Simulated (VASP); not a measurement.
Input of a VASP 6.6.1 run:

File INCAR:

```
ALGO = Normal ; EDIFF = 1E-7
ENCUT = 520 ; GGA = PE
ISIF = 2 ; ISMEAR = 0
LASPH = T ; LCHARG = T
LELF = T ; LREAL = F
LVHAR = T ; LWAVE = F
NBANDS = 39 ; NELM = 100
PREC = Accurate ; SIGMA = 0.1
```

Contents of KPOINTS:

```
k-points
0
Gamma
  6 6 6
```

The input POSCAR:

```
La2SnO4
1.0
   -1.9429988859      3.3653727894      0.0000000000
   -3.8859977717      0.0000000000      0.0000000000
   -1.9429988859      1.1217909298      9.0730655127
La Sn O
2 1 4
Direct
    0.7749094736      0.7749094736      0.6752715792
    0.2250905264      0.2250905264      0.3247284208
    0.0000000000      0.0000000000      0.0000000000
    0.8661465638      0.8661465638      0.4015603085
    0.1338534362      0.1338534362      0.5984396915
    0.6137221916      0.6137221916      0.1588334253
    0.3862778084      0.3862778084      0.8411665747
```

Potentials or basis: VASP PAW PBE potentials, release 64 (La, Sn_d, O).

Command:

```sh
$ cat potpaw_PBE.64/La/POTCAR potpaw_PBE.64/Sn_d/POTCAR potpaw_PBE.64/O/POTCAR > POTCAR
$ mpirun -np 1 vasp_std > vasp.out
```

(1) Predict the pressure.

(2) Estimate the band gap on the k mesh.

(3) Estimate the largest force.

Results:

(1) -0.2 GPa.

(2) 1.42 eV (least direct gap 1.77 eV).

(3) 0.014 eV/Å.

Caveat: spin-orbit coupling is left out, which moves the levels of the heavy elements.
